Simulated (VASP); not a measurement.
# LiNbO3 (R3c) in VASP: further runs

Runs on LiNbO3. Level: PBE. Tasks: single point.

All numbers are computed with VASP 6.6.1; they aren't measurements. Logs are shortened: lines on timing, memory, paths and dates and some standing lists are left out, and cuts for length are marked.

## Step 1: The cell of the first run

The structure is trigonal, space group R3c (No. 161). The conventional cell has a = 5.218 Å, b = 5.218 Å, c = 13.646 Å, α = 90.00°, β = 90.00°, γ = 120.00°. Li (site symmetry 3) has 6 O at 2.09 to 2.24 Å within 2.8 Å. Within 2.5 Å of Nb (site symmetry 3) lie 6 O at 1.88 to 2.14 Å. Within 2.5 Å of O (site symmetry 1) lie 2 Nb at 1.88 to 2.14 Å and 2 Li at 2.09 to 2.24 Å.

## Step 2: Single point, PBE (10.72 Å³/atom)

INCAR reads:

```
SYSTEM = LiNbO3
PREC = Accurate
ENCUT = 520
EDIFF = 1E-7
ISMEAR = 0
SIGMA = 0.05
LREAL = .FALSE.
LASPH = .TRUE.
NELM = 80
ALGO = Normal
ISIF = 2
LWAVE = .FALSE.
LCHARG = .FALSE.
GGA = PE
NBANDS = 45
```

KPOINTS reads:

```
regular mesh
0
G
  6 6 6
  0 0 0
```

POSCAR reads:

```
LiNbO3
1.0
    2.6088271720      1.5062070701      4.5485771353
   -2.6088271720      1.5062070701      4.5485771353
    0.0000000000     -3.0124141401      4.5485771353
Li Nb O
2 2 6
Direct
    0.2815913687      0.2815913687      0.2815913687
    0.7815913687      0.7815913687      0.7815913687
    0.0004900497      0.0004900497      0.0004900497
    0.5004900497      0.5004900497      0.5004900497
    0.1104619503      0.3580262714      0.7211003599
    0.7211003599      0.1104619503      0.3580262714
    0.3580262714      0.7211003599      0.1104619503
    0.2211003599      0.8580262714      0.6104619503
    0.8580262714      0.6104619503      0.2211003599
    0.6104619503      0.2211003599      0.8580262714
```

Potentials or basis: VASP PAW PBE potentials, release 64 (Li_sv, Nb_sv, O).

Run with:

```
> cat potpaw_PBE.64/Li_sv/POTCAR potpaw_PBE.64/Nb_sv/POTCAR potpaw_PBE.64/O/POTCAR > POTCAR
> mpirun -np 1 vasp_std > vasp.out
```

OUTCAR:

```text
SYSTEM = LiNbO3
   PREC = Accurate
   ENCUT = 520
   EDIFF = 1E-7
   ISMEAR = 0
   LREAL = .FALSE.
   LASPH = .TRUE.
   NELM = 80
   ISIF = 2
   GGA = PE

 ion  position               nearest neighbor table
   1  0.282  0.282  0.282-   9 2.09  10 2.09   8 2.09   6 2.24   5 2.24   7 2.24
   2  0.782  0.782  0.782-   5 2.09   6 2.09   7 2.09  10 2.24   9 2.24   8 2.24
   3  0.000  0.000  0.000-   7 1.88   6 1.88   5 1.88  10 2.14   8 2.14   9 2.14
   4  0.500  0.500  0.500-   8 1.88  10 1.88   9 1.88   6 2.14   7 2.14   5 2.14
   5  0.110  0.358  0.721-   3 1.88   2 2.09   4 2.14   1 2.24
   6  0.721  0.110  0.358-   3 1.88   2 2.09   4 2.14   1 2.24
   7  0.358  0.721  0.110-   3 1.88   2 2.09   4 2.14   1 2.24
   8  0.221  0.858  0.610-   4 1.88   1 2.09   3 2.14   2 2.24
   9  0.858  0.610  0.221-   4 1.88   1 2.09   3 2.14   2 2.24
  10  0.610  0.221  0.858-   4 1.88   1 2.09   3 2.14   2 2.24

  LATTYP: Found a trigonal (rhomboedric) cell.
 ALAT       =     5.4556569638
 COS(alpha) =     0.5426733569

  Lattice vectors:

 A1 = (   2.6088271720,   1.5062070701,   4.5485771353)
 A2 = (  -2.6088271720,   1.5062070701,   4.5485771353)
 A3 = (   0.0000000000,  -3.0124141401,   4.5485771353)

Analysis of symmetry for initial positions (statically):
=====================================================================
 Subroutine PRICEL returns:
 Original cell was already a primitive cell.

 Routine SETGRP: Setting up the symmetry group for a
 trigonal (rhombohedral) supercell.

 Subroutine GETGRP returns: Found  6 space group operations
 (whereof  3 operations were pure point group operations)
 out of a pool of 12 trial point group operations.

The static configuration has the point symmetry C_3 .
 The point group associated with its full space group is C_3v.

Analysis of symmetry for dynamics (positions and initial velocities):
=====================================================================
 Subroutine PRICEL returns:
 Original cell was already a primitive cell.

 Routine SETGRP: Setting up the symmetry group for a
 trigonal (rhombohedral) supercell.

 Subroutine GETGRP returns: Found  6 space group operations
 (whereof  3 operations were pure point group operations)
 out of a pool of 12 trial point group operations.

The dynamic configuration has the point symmetry C_3 .
 The point group associated with its full space group is C_3v.

 Subroutine INISYM returns: Found  6 space group operations
 (whereof  3 operations are pure point group operations),
 and found     1 'primitive' translations

----------------------------------------------------------------------------------------

                                     Primitive cell

  volume of cell :     107.2400

  direct lattice vectors                    reciprocal lattice vectors
     2.608827172  1.506207070  4.548577135     0.191657004  0.110653223  0.073282990
    -2.608827172  1.506207070  4.548577135    -0.191657004  0.110653223  0.073282990
     0.000000000 -3.012414140  4.548577135     0.000000000 -0.221306446  0.073282990

  length of vectors
     5.455656964  5.455656964  5.455656964     0.233124301  0.233124301  0.233124301

  position of ions in fractional coordinates (direct lattice)
     0.281591369  0.281591369  0.281591369
     0.781591369  0.781591369  0.781591369
     0.000490050  0.000490050  0.000490050
     0.500490050  0.500490050  0.500490050
     0.110461950  0.358026271  0.721100360
     0.721100360  0.110461950  0.358026271
     0.358026271  0.721100360  0.110461950
     0.221100360  0.858026271  0.610461950
     0.858026271  0.610461950  0.221100360
     0.610461950  0.221100360  0.858026271

  ion indices of the primitive-cell ions
   primitive index   ion index
                 1           1
                 2           2
                 3           3
                 4           4
                 5           5
                 6           6
                 7           7
                 8           8
                 9           9
                10          10

----------------------------------------------------------------------------------------

 KPOINTS: regular mesh

Automatic generation of k-mesh.
 Grid dimensions read from file:
 generate k-points for:    6    6    6

 Generating k-lattice:

  Cartesian coordinates                     Fractional coordinates (reciprocal lattice)
     0.031942834  0.018442204  0.012213832     0.166666667 -0.000000000  0.000000000
    -0.031942834  0.018442204  0.012213832    -0.000000000  0.166666667  0.000000000
     0.000000000 -0.036884408  0.012213832     0.000000000  0.000000000  0.166666667

  Length of vectors
     0.038854050  0.038854050  0.038854050

  Shift w.r.t. Gamma in fractional coordinates (k-lattice)
     0.000000000  0.000000000  0.000000000

 Subroutine IBZKPT returns following result:
 ===========================================

 Found     32 irreducible k-points:

 Following reciprocal coordinates:
            Coordinates               Weight
  0.000000  0.000000  0.000000      1.000000
  0.166667 -0.000000  0.000000      6.000000
  0.333333  0.000000 -0.000000      6.000000
  0.500000  0.000000 -0.000000      3.000000
  0.166667  0.166667  0.000000      6.000000
  0.333333  0.166667 -0.000000     12.000000
[... 16 lines left out ...]
  0.500000  0.500000  0.166667      6.000000
 -0.333333  0.500000  0.166667     12.000000
 [... further k-points ...]
   k-points           NKPTS =     32   k-points in BZ     NKDIM =     32   number of bands    NBANDS=     45
   number of dos      NEDOS =    301   number of ions     NIONS =     10
   total plane-waves  NPLWV =  74088
   dimension x,y,z NGX =    42 NGY =   42 NGZ =   42
   dimension x,y,z NGXF=    84 NGYF=   84 NGZF=   84
   ions per type =               2   2   6
   NGX,Y,Z   is equivalent  to a cutoff of  12.80, 12.80, 12.80 a.u.
   NGXF,Y,Z  is equivalent  to a cutoff of  25.60, 25.60, 25.60 a.u.
 SYSTEM =  LiNbO3
   PREC   = accura    normal or accurate (medium, high low for compatibility)
   ISTART =      0    job   : 0-new  1-cont  2-samecut
   ICHARG =      2    charge: 1-file 2-atom 10-const
   ISPIN  =      1    spin polarized calculation?
   LNONCOLLINEAR =      F non collinear calculations
   LSORBIT =      F    spin-orbit coupling
   LASPH  =      T    aspherical Exc in radial PAW
   ENCUT  =  520.0 eV  38.22 Ry    6.18 a.u.  10.14 10.14 10.14*2*pi/ulx,y,z
   NELM   =     80;   NELMIN=  2; NELMDL= -5     # of ELM steps
   EDIFF  = 0.1E-06   stopping-criterion for ELM
   LREAL  =      F    real-space projection
   EDIFFG = 0.1E-05   stopping-criterion for IOM
   NSW    =      0    number of steps for IOM
   IBRION =     -1    ionic relax: 0-MD 1-quasi-New 2-CG
   NFREE  =      0    steps in history (QN), initial steepest desc. (CG)
   ISIF   =      2    stress and relaxation
   ISYM   =      2    0-nonsym 1-usesym 2-fastsym
   POTIM  = 0.5000    time-step for ionic-motion
   TEBEG  =    0.0;   TEEND  =   0.0 temperature during run
   PSTRESS=    0.0 pullay stress
   NELECT =      68.0000    total number of electrons
   NUPDOWN=      -1.0000    fix difference up-down
   EMIN   =  10.00;   EMAX   =-10.00  energy-range for DOS
   EFERMI =   0.00;   METHOD = LEGACY
   ISMEAR =     0;   SIGMA  =   0.05  broadening in eV -4-tet -1-fermi 0-gaus
   EFERMI_NEDOS =   21; number of points for ismear=-14 and -15
   IALGO  =     38    algorithm
   IMIX   =      4    mixing-type and parameters
     AMIX     =   0.40;   BMIX     =  1.00
     AMIX_MAG =   1.60;   BMIX_MAG =  1.00
  volume/ion in A,a.u.               =      10.72        72.37
  Fermi-wavevector in a.u.,A,eV,Ry     =   1.406454  2.657813 26.913859  1.978113
  Thomas-Fermi vector in A             =   2.528813
   LORBIT       =      0    0 simple, 1 ext, 2 COOP (PROOUT), +10 PAW based schemes
   GGA     = PE    functional components
   LHFCALC =     F    Hartree Fock is set to
   AEXX    =    0.0000 exact exchange contribution
   IVDW    =     0    specifies the selected vdW correction
   LEPSILON=     F    determine dielectric tensor
   LRPA    =     F    only Hartree local field effects (RPA)
 non-spin polarized calculation
 Gauss-broadening in eV      SIGMA  =   0.05
  energy-cutoff  :      520.00
  volume of cell :      107.24
 maximum number of plane-waves:      2932
 NGX is ok and might be reduce to    42
   NGX = 21   NGY = 21   NGZ = 21

 number of electron      68.0000011 magnetization

 Free energy of the ion-electron system (eV)
  ---------------------------------------------------
  ext. energy  EPLUGINS =         0.00000000
  ---------------------------------------------------
  free energy    TOTEN  =       -79.99418609 eV

  energy without entropy =      -79.99418609  energy(sigma->0) =      -79.99418609

 E-fermi :   3.8295     XC(G=0): -10.7521

 val. band max:        3.4617550679   @ k =   0.1667   0.1667   0.1667
 cond. band min:       7.0591794154   @ k =   0.5000   0.3333  -0.0000
 fundamental gap:      3.5974243474
 Fermi energy:         3.8295074666

 k-point     1 :       0.0000    0.0000    0.0000
  band No.  band energies     occupation
      1     -50.7117      2.00000
      2     -50.6970      2.00000
      3     -39.1856      2.00000
      4     -39.1832      2.00000
      5     -27.0060      2.00000
      6     -27.0060      2.00000
[... 37 lines left out ...]
     44      13.3618      0.00000
     45      13.6354      0.00000

 k-point     2 :       0.1667   -0.0000    0.0000
  band No.  band energies     occupation
      1     -50.7107      2.00000
      2     -50.6979      2.00000
      3     -39.1854      2.00000
      4     -39.1834      2.00000
      5     -26.9971      2.00000
      6     -26.9959      2.00000
[... 1048 lines left out ...]
 k-point    24 :      -0.3333    0.5000    0.1667
  band No.  band energies     occupation
      1     -50.7055      2.00000
      2     -50.7031      2.00000
      3     -39.1847      2.00000
      4     -39.1843      2.00000
      5     -27.0073      2.00000
      6     -27.0057      2.00000
[... 37 lines left out ...]
     44      12.9596      0.00000
     45      13.8246      0.00000

 [... further k-points ...]

------------------------ aborting loop because EDIFF is reached ----------------------------------------

  FORCE on cell =-STRESS in cart. coord.  units (eV):
  Direction    XX          YY          ZZ          XY          YZ          ZX
  --------------------------------------------------------------------------------------
  -------------------------------------------------------------------------------------
  Total        0.4563914      0.4563914      3.6626638      0.0000000      0.0000000      0.0000000
  in kB        6.8185370      6.8185370     54.7205980      0.0000000      0.0000000      0.0000000
  external PRESSURE =      22.7858907 kB  Pullay stress =       0.0000000 kB

 VOLUME and BASIS-vectors are now :
 -----------------------------------------------------------------------------
  energy-cutoff  :      520.00
  volume of cell :      107.24
      direct lattice vectors                 reciprocal lattice vectors
     2.608827172  1.506207070  4.548577135     0.191657004  0.110653223  0.073282990
    -2.608827172  1.506207070  4.548577135    -0.191657004  0.110653223  0.073282990
     0.000000000 -3.012414140  4.548577135     0.000000000 -0.221306446  0.073282990

 POSITION                                       TOTAL-FORCE (eV/Angst)
 -----------------------------------------------------------------------------------
      0.00000      0.00000      3.84252        -0.000000     -0.000000     -0.046935
      0.00000      0.00000     10.66539        -0.000000     -0.000000     -0.046935
      0.00000      0.00000      0.00669        -0.000000     -0.000000     -0.107138
      0.00000      0.00000      6.82955        -0.000000     -0.000000     -0.107138
     -0.64585     -1.46661      5.41094        -0.031117      0.109362      0.051357
      1.59305      0.17398      5.41094        -0.079152     -0.081629      0.051357
     -0.94720      1.29263      5.41094         0.110268     -0.027733      0.051357
     -1.66163     -0.21358      7.68522        -0.110268     -0.027733      0.051357
      0.64585      1.54580      7.68522         0.031117      0.109362      0.051357
      1.01578     -1.33223      7.68522         0.079152     -0.081629      0.051357
 -----------------------------------------------------------------------------------
    total drift:                                0.000000     -0.000001      0.000356

  FREE ENERGIE OF THE ION-ELECTRON SYSTEM (eV)
  ---------------------------------------------------
  free  energy   TOTEN  =       -79.9941860889 eV

  energy  without entropy=      -79.9941860889  energy(sigma->0) =      -79.99418609
```

Wall time 4.4 min (1 thread of Intel Xeon Platinum 8488C (Sapphire Rapids), shared host); peak memory 0.32 GiB.

What came out:

```
Free energy            : -79.9942 eV
Largest force          : 0.125 eV/Å
Band gap on the k mesh : 3.60 eV (least direct gap 3.65 eV)
```

Forces in eV/Å, atoms in the order of the input:
```
Li   0.000  0.000 -0.047
Li   0.000  0.000 -0.047
Nb   0.000  0.000 -0.107
Nb   0.000  0.000 -0.107
O   -0.031  0.109  0.051
O   -0.079 -0.082  0.051
O    0.110 -0.028  0.051
O   -0.110 -0.028  0.051
O    0.031  0.109  0.051
O    0.079 -0.082  0.051
```

Caveat: the cutoff is under 1.25 times the usual one of these potentials, so pressure, stress and relaxed cells hold a basis-set (Pulay) error. A k mesh can miss the band edges.

## Step 3: Single point, PBE (10.90 Å³/atom)

This run uses another cell than the first one, of 10.90 Å³/atom.

INCAR reads:

```
ALGO = Normal
EDIFF = 1E-6
ENCUT = 520
GGA = PE
ISIF = 2
ISMEAR = 0
LASPH = T
LCHARG = F
LREAL = F
LWAVE = F
NBANDS = 45
NELM = 100
PREC = Accurate
SIGMA = 0.05
```

KPOINTS reads:

```
k-points
0
Gamma
  6 6 6
```

POSCAR, as its differences from that of step 2:

```diff
@@ -2,5 +2,5 @@
 1.0
-    2.6088271720      1.5062070701      4.5485771353
-   -2.6088271720      1.5062070701      4.5485771353
-    0.0000000000     -3.0124141401      4.5485771353
+    2.5265981229      1.4587321064      4.9283822986
+   -2.5265981229      1.4587321064      4.9283822986
+    0.0000000000     -2.9174642128      4.9283822986
 Li Nb O
```

Potentials or basis: VASP PAW PBE potentials, release 64 (Li_sv, Nb_sv, O).

Run with:

```
> cat potpaw_PBE.64/Li_sv/POTCAR potpaw_PBE.64/Nb_sv/POTCAR potpaw_PBE.64/O/POTCAR > POTCAR
> mpirun -np 1 vasp_std > vasp.out
```

Run time: 4.3 min. Hardware: 1 thread of Intel Xeon Platinum 8488C (Sapphire Rapids), shared host; peak memory 0.37 GiB.

Results (log left out):

```yaml
Free_energy: -79.8013 eV
Largest_force: 0.255 eV/Å
Band_gap_on_the_k_mesh: 3.50 eV (least direct gap 3.51 eV)
```

Forces in eV/Å, atoms in the order of the input:
```
Li   0.000  0.000  0.064
Li   0.000  0.000  0.064
Nb   0.000  0.000 -0.115
Nb   0.000  0.000 -0.115
O   -0.225  0.118  0.017
O    0.010 -0.254  0.017
O    0.215  0.136  0.017
O   -0.215  0.136  0.017
O    0.225  0.118  0.017
O   -0.010 -0.254  0.017
```

Levels at points of the mesh, in eV from the valence-band top:
| k point | band 32 | band 33 | band 34 | band 35 | band 36 | band 37 |
| --- | --- | --- | --- | --- | --- | --- |
| (0.00, 0.00, 0.00) | -0.61 | 0.00 | 0.00 | 3.51 | 3.51 | 4.23 |
| (0.50, 0.00, 0.00) | -0.44 | -0.25 | -0.25 | 3.78 | 3.78 | 4.62 |
| (0.50, 0.50, 0.00) | -0.67 | -0.51 | -0.20 | 3.63 | 4.06 | 4.40 |
| (0.50, 0.50, 0.50) | -0.27 | -0.27 | -0.27 | 4.70 | 4.70 | 4.71 |

Caveat: the cutoff is under 1.25 times the usual one of these potentials, so pressure, stress and relaxed cells hold a basis-set (Pulay) error. A k mesh can miss the band edges.
